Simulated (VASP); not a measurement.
Input of a VASP 6.6.1 run:

INCAR

```
SYSTEM = GeS
PREC     = Accurate       ! precision mode
ENCUT    = 500            ! plane-wave cutoff, eV
EDIFF    = 1E-6           ! SCF threshold, eV
ISMEAR   = 0              ! smearing method
SIGMA    = 0.1            ! smearing width, eV
LREAL    = .FALSE.        ! projectors in reciprocal space
LASPH    = .TRUE.         ! aspherical terms in the spheres
NELM     = 120            ! most SCF steps
ALGO     = Normal         ! electronic algorithm
ISIF     = 2              ! what is computed and relaxed
LWAVE    = .FALSE.        ! write WAVECAR
LCHARG   = .FALSE.        ! write CHGCAR
GGA      = PE             ! functional
IVDW     = 12             ! dispersion correction
NBANDS   = 50             ! bands
GGA_COMPAT= .FALSE.
```

The input KPOINTS:

```
regular mesh
0
G
  2 6 4
  0 0 0
```

File POSCAR:

```
GeS
1.0
   10.7807512300      0.0000000000      0.0000000000
    0.0000000000      3.6031403500      0.0000000000
    0.0000000000      0.0000000000      4.5231251700
Ge S
4 4
Direct
    0.8722463300      0.2500000000      0.3668910600
    0.1277536600      0.7500000000      0.6331089700
    0.6277536700      0.7500000000      0.8668910300
    0.3722463500      0.2500000000      0.1331089400
    0.6548306900      0.2500000000      0.5147881500
    0.3451692800      0.7500000000      0.4852118200
    0.8451693100      0.7500000000      0.0147881700
    0.1548307200      0.2500000000      0.9852118500
```

Potentials or basis: VASP PAW PBE potentials, release 64 (Ge_d, S).

The run is started by

```console
$ cat potpaw_PBE.64/Ge_d/POTCAR potpaw_PBE.64/S/POTCAR > POTCAR
$ mpirun -np 1 vasp_std > vasp.out
```

Q: Predict the pressure.

A: 0.4 GPa.

Q: Estimate the band gap on the k mesh.

A: 1.16 eV, direct.

Stress tensor (GPa, compression positive):
```
0.28 0.00 0.00
0.00 0.78 0.00
0.00 0.00 0.06
```

A k mesh can miss the band edges.
